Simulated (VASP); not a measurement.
Set up this calculation in VASP 6.6.1, as the native input.

* Task: relaxation of the atoms
* Functional: PBE
* Dispersion: D3(BJ)
* Potentials or basis: VASP PAW PBE potentials, release 64 (N, Ti_sv)
* Cutoff: 520 eV
* k mesh: 12 × 12 × 1
* Occupations: gaussian, width 0.1 eV
* Spin: no spin polarisation
* Dipole correction: yes
* Atoms held fixed (from 0): [0, 3, 1]
* Further INCAR settings: ALGO = Normal; EDIFF = 1e-06; IBRION = 2; EDIFFG = -0.03; NSW = 70

The structure of TiN lies in POSCAR:

```
TiN
1.0
    2.9736794933      0.0000000000      0.0000000000
   -1.4868397467      2.5752819839      0.0000000000
    0.0000000000      0.0000000000     20.0699978477
N Ti
3 3
Selective dynamics
Direct
    0.3333333333      0.6666666667      0.3487793099  F F F
    0.0000000000      0.0000000000      0.4697558620  F F F
    0.6666666667      0.3333333333      0.5907324140  T T T
    0.6666666667      0.3333333333      0.4092675860  F F F
    0.3333333333      0.6666666667      0.5302441380  T T T
    0.0000000000      0.0000000000      0.6512206901  T T T
```

The input as run:

INCAR

```
SYSTEM = TiN
  PREC = Accurate
  ENCUT = 520
  EDIFF = 1E-6
  ISMEAR = 0
  SIGMA = 0.1
  LREAL = .FALSE.
  LASPH = .TRUE.
  NELM = 80
  ALGO = Normal
  ISIF = 2
  LWAVE = .FALSE.
  LCHARG = .FALSE.
  LDIPOL = .TRUE.
  IDIPOL = 3
  DIPOL = 0.5 0.5 0.500
  GGA = PE
  IVDW = 12
  IBRION = 2
  NSW = 70
  EDIFFG = -0.03
```

KPOINTS

```
Automatic mesh
0
G
  12 12 1
  0 0 0
```

Potentials or basis: VASP PAW PBE potentials, release 64 (N, Ti_sv).

The run is started by

```console
$ cat potpaw_PBE.64/N/POTCAR potpaw_PBE.64/Ti_sv/POTCAR > POTCAR
$ mpirun -np 1 vasp_std > vasp.out
```

It gave:

- Energy gained by relaxing: 9.1 meV/atom
- Ionic steps: 6
- Dispersion energy per atom: -0.333 eV

Run time: 13 min on 1 thread of AMD EPYC 7R13 (shared host), peak memory 0.31 GiB.
